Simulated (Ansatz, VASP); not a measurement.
**One calculation of I, two programs**

```xyz
4
Lattice="3.7362 2.5443 0.0000 3.7362 -2.5443 0.0000 0.0000 0.0000 -9.8543" Properties=species:S:1:pos:R:3 pbc="T T T"
I     3.7362   -1.8416   -8.7614
I     3.7362   -0.7027   -3.8343
I     3.7362    1.8416   -1.0928
I     3.7362    0.7027   -6.0200
```

Alike in both runs: task single point; functional PBEsol; k mesh 6 × 6 × 3; no spin polarisation.

|  | VASP | Ansatz |
| --- | --- | --- |
| version | VASP 6.6.1 | Ansatz 0.2.0 |
| potentials or method | VASP PAW PBE potentials, release 64 (I), cutoff 520 eV | PAW plane waves |
| occupations | fermi-dirac, width 0.1 eV | fermi-dirac |
| valence electrons in the cell | 28 | 68 |

|  | VASP | Ansatz | Ansatz less VASP |
| --- | --- | --- | --- |
| pressure (GPa) | 1.0 | 0.9 | -0.03 |
| traceless stress, the component that is largest in VASP (GPa) | 1.90 | 1.87 | -0.024 |
| rms of the force components (eV/Å) | 0.872 | 0.865 | -0.0071 |

VASP's potentials were made for PBE, not for PBEsol. Atom by atom the forces differ by 0.007 eV/Å (rms over components). VASP's potentials hold 28 valence electrons a cell and Ansatz's 68, so a difference there can come from the potentials and not from the codes.

Spin-orbit coupling is off throughout.
